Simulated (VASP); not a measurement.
# HfN: single point with LDA

Crystal: HfN.

```xyz
2
Lattice="0.0000 2.2344 2.2344 2.2344 0.0000 2.2344 2.2344 2.2344 0.0000" Properties=species:S:1:pos:R:3 pbc="T T T"
Hf    0.0000    0.0000    0.0000
N     2.2344    2.2344    2.2344
```

* Program: VASP 6.6.1
* Task: single point
* Functional: LDA
* Potentials or basis: VASP PAW LDA potentials, release 64 (Hf_pv, N)
* Cutoff: 520 eV
* k mesh: 16 × 16 × 16
* Occupations: fermi-dirac, width 0.15 eV
* Spin: no spin polarisation

```
Pressure : -1.2 GPa
```

Levels at points of the mesh, in eV from the Fermi level:
| k point | band 5 | band 6 | band 7 | band 8 | band 9 | band 10 | band 11 | band 12 |
| --- | --- | --- | --- | --- | --- | --- | --- | --- |
| (0.00, 0.00, 0.00) | -2.99 | -2.99 | -2.99 | -0.41 | -0.41 | -0.41 | 1.99 | 1.99 |
| (0.50, 0.00, 0.00) | -9.03 | -6.32 | -6.32 | 3.43 | 3.84 | 3.84 | 4.74 | 9.22 |
| (0.50, 0.50, 0.00) | -5.28 | -3.97 | -3.61 | -3.61 | 4.23 | 5.75 | 5.75 | 6.07 |

It took 21 s on 1 thread of Intel(R) Xeon(R) Platinum 8259CL CPU @ 2.50GHz (Skylake/Cascade Lake), on a shared host, peak memory 0.16 GiB.

Caveat: spin-orbit coupling is left out, which moves the levels of the heavy elements.
